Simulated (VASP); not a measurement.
A run of VASP 6.6.1 is set up as follows.

INCAR

```
SYSTEM = SiC
PREC     = Accurate       ! precision mode
ENCUT    = 520            ! plane-wave cutoff, eV
EDIFF    = 1E-6           ! SCF threshold, eV
ISMEAR   = -1             ! smearing method
SIGMA    = 0.05           ! smearing width, eV
LREAL    = .False.        ! projectors in reciprocal space
LASPH    = .True.         ! aspherical terms in the spheres
NELM     = 60             ! most SCF steps
ALGO     = Normal         ! electronic algorithm
ISIF     = 2              ! what is computed and relaxed
LWAVE    = .False.        ! write WAVECAR
LCHARG   = .False.        ! write CHGCAR
GGA      = PS             ! functional
NBANDS   = 11             ! bands
```

File KPOINTS:

```
Automatic mesh
0
Gamma
  10 10 10
  0 0 0
```

File POSCAR:

```
SiC
1.0
    0.0000000000      2.1495504440      2.1495504440
    2.1495504440      0.0000000000      2.1495504440
    2.1495504440      2.1495504440      0.0000000000
Si C
1 1
Direct
    0.0000000000      0.0000000000      0.0000000000
    0.7500000000      0.7500000000      0.7500000000
```

Potentials or basis: VASP PAW PBE potentials, release 64 (Si, C).

The run is started by

```sh
$ cat potpaw_PBE.64/Si/POTCAR potpaw_PBE.64/C/POTCAR > POTCAR
$ mpirun -np 1 vasp_std > vasp.out
```

(1) Estimate the band gap on the k mesh.

(2) What does it give for the pressure?

## Answers

(1) 1.20 eV, indirect (least direct gap 4.48 eV).

(2) 10.0 GPa.

Caveat: the PAW data sets were made with another functional, which shifts forces and pressure a little.
